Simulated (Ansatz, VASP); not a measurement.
**Si4Ru in VASP and in Ansatz**

File INCAR:

```
PREC = Accurate
ENCUT = 600
EDIFF = 1E-7
ISMEAR = 0
SIGMA = 0.1
LREAL = F
LASPH = T
NELM = 60
ALGO = Normal
ISIF = 3
LWAVE = F
LCHARG = F
GGA = PE
IBRION = 2
NSW = 90
EDIFFG = -0.04
```

The input KPOINTS:

```
Automatic mesh
0
Gamma
  4 4 4
```

Contents of POSCAR:

```
Si4Ru
1.0
    4.0436712900      0.0000000000      0.0000000000
    0.0000000000      4.0436712900      0.0000000000
    0.0000000000      0.0000000000      4.0436712900
Si Ru
4 1
Direct
    0.0000000000      0.5000000000      0.5000000000
    0.5000000000      0.5000000000      0.0000000000
    0.5000000000      0.0000000000      0.5000000000
    0.0000000000      0.0000000000      0.0000000000
    0.5000000000      0.5000000000      0.5000000000
```

Input for Ansatz:

```yaml
crystal:
  lattice:
    - [4.04367129, 0.0, 0.0]
    - [0.0, 4.04367129, 0.0]
    - [0.0, 0.0, 4.04367129]
  atoms:
    - { symbol: Si, position: [0.0, 0.5, 0.5] }
    - { symbol: Si, position: [0.5, 0.5, 0.0] }
    - { symbol: Si, position: [0.5, 0.0, 0.5] }
    - { symbol: Si, position: [0.0, 0.0, 0.0] }
    - { symbol: Ru, position: [0.5, 0.5, 0.5] }
basis:
  ecutwfc: 420
kpoints:
  mp_grid: { grid: [4, 4, 4] }
hamiltonian:
  xc: pbe
scf:
  occupations: { method: gaussian, width: 0.1 }
  lower_state_search: "off"
output:
  forces: true
  stress: true
  eigenvalues: true
relax:
  adjacent_minimum: "off"
  f_tol: 0.04
  max_steps: 70
  cell: { stress_tol: 0.4 }
```

Change from the starting cell: species swapped into the Fe4N type (Pm-3m, No. 221).

Alike in both runs: task relaxation of cell and atoms; functional PBE; k mesh 4 × 4 × 4; occupations gaussian, width 0.1 eV; no spin polarisation.

```csv
,VASP,Ansatz
version,VASP 6.6.1,Ansatz 0.2.0
potentials or method,"VASP PAW PBE potentials, release 64 (Si, Ru_pv), cutoff 600 eV","scalar-relativistic, plane waves, PAW"
valence electrons in the cell,30,32
```

Ansatz gave:

| Item | Value |
| --- | --- |
| gap on the k mesh at the Fermi level, each at its own relaxed structure (eV) | none |
| relaxed volume (Å³/atom) | 19.50 |
| relaxed cell length with the largest relative difference (Å) | 4.602 |

Problem. Estimate VASP's values.

Solution. gap on the k mesh at the Fermi level, each at its own relaxed structure (eV): none; relaxed volume (Å³/atom): 19.45; relaxed cell length with the largest relative difference (Å): 4.599.

A gap of «none» marks a metal or a gap that the smearing closes. VASP's potentials hold 30 valence electrons a cell and Ansatz's 32, so a difference there can come from the potentials and not from the codes.

The k mesh is coarse, so the values compare programs but aren't converged. Noted on VASP's run: the volume moved by over 15 % at a fixed basis, so the end points are rough.
